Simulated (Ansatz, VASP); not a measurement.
# One calculation of ZnCd3SO, two programs

```
Zn Cd S O
1.0
     3.59973    0.00000    0.00000
     0.00000    3.59973    0.00000
     0.00000    0.00000   10.20821
Zn Cd S O
1 3 1 1
Direct
  0.50000 0.50000 0.00000
  0.50000 0.50000 0.25935
  0.50000 0.50000 0.74065
  0.00000 0.00000 0.00000
  0.50000 0.50000 0.50000
  0.00000 0.00000 0.50000
```

Alike in both runs: functional PBE; k mesh 6 × 6 × 2; occupations gaussian, width 0.1 eV; collinear spin.

Ansatz relaxed the structure, and its values are those at the end. VASP's run is a single point on that final structure, the one shown.

```csv
,VASP,Ansatz
version,VASP 6.6.1,Ansatz 0.2.0
potentials or method,"VASP PAW PBE potentials, release 64 (Zn, Cd, S, O), cutoff 520 eV","scalar-relativistic, plane waves, PAW"
valence electrons in the cell,60,84
```

|  | VASP | Ansatz | Ansatz less VASP |
| --- | --- | --- | --- |
| gap on the k mesh at the Fermi level (eV) | none | none | - |
| pressure (GPa) | 0.4 | 0.1 | -0.28 |
| rms of the force components (eV/Å) | 0.017 | 0.008 | -0.0089 |
| net moment per atom (μB) | 0.00 | 0.00 | 0.000 |

A gap of «none» marks a metal or a gap that the smearing closes. VASP's potentials hold 60 valence electrons a cell and Ansatz's 84, so a difference there can come from the potentials and not from the codes. Ansatz's warnings: seeded moment not kept.
